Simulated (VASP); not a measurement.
Hf2NO:

```
Hf N O
1.0
     3.41410    0.00000    0.00000
     0.00000    3.41410    0.00000
     0.00000    0.00000    4.83821
Hf N O
2 1 1
Direct
  0.00000 0.00000 0.50000
  0.50000 0.50000 0.00000
  0.00000 0.00000 0.00000
  0.50000 0.50000 0.50000
```

- Program: VASP 6.6.1
- Task: relaxation of cell and atoms
- Functional: PBE
- Potentials or basis: VASP PAW PBE potentials, release 64 (Hf_pv, N, O)
- Cutoff: 600 eV
- k mesh: 6 × 6 × 4
- Occupations: gaussian, width 0.1 eV
- Spin: no spin polarisation

At the start: pressure -28.8 GPa; volume 14.10 Å³/atom.

Task: Where does the relaxation end?

Result: Over 5 steps the energy falls by 250.2 meV/atom and the volume is 11.70 Å³/atom (-17.0 %); space group P4/mmm (No. 123, to 0.05 Å).

The path:
| step | energy change (eV) | largest force (eV/Å) | pressure (GPa) | volume (Å³) |
| --- | --- | --- | --- | --- |
| 1 | 0.0000 | 0.0000 | -28.78 | 56.39 |
| 2 | 0.7454 | 0.0000 | 77.72 | 38.14 |
| 3 | -0.9981 | 0.0000 | -2.02 | 47.29 |
| 4 | -1.0005 | 0.0000 | -0.52 | 46.99 |
| 5 | -1.0006 | 0.0000 | 0.30 | 46.81 |

Final structure:
```yaml
crystal:
  lattice:
    - [3.21401, 0.00000, 0.00000]
    - [0.00000, 3.21401, 0.00000]
    - [0.00000, 0.00000, 4.53145]
  atoms:
    - { symbol: Hf, position: [0.00000, 0.00000, 0.50000] }
    - { symbol: Hf, position: [0.50000, 0.50000, 0.00000] }
    - { symbol: N, position: [0.00000, 0.00000, 0.00000] }
    - { symbol: O, position: [0.50000, 0.50000, 0.50000] }
```

Caveat: the volume moved by over 15 % at a fixed basis, so the end points are rough.
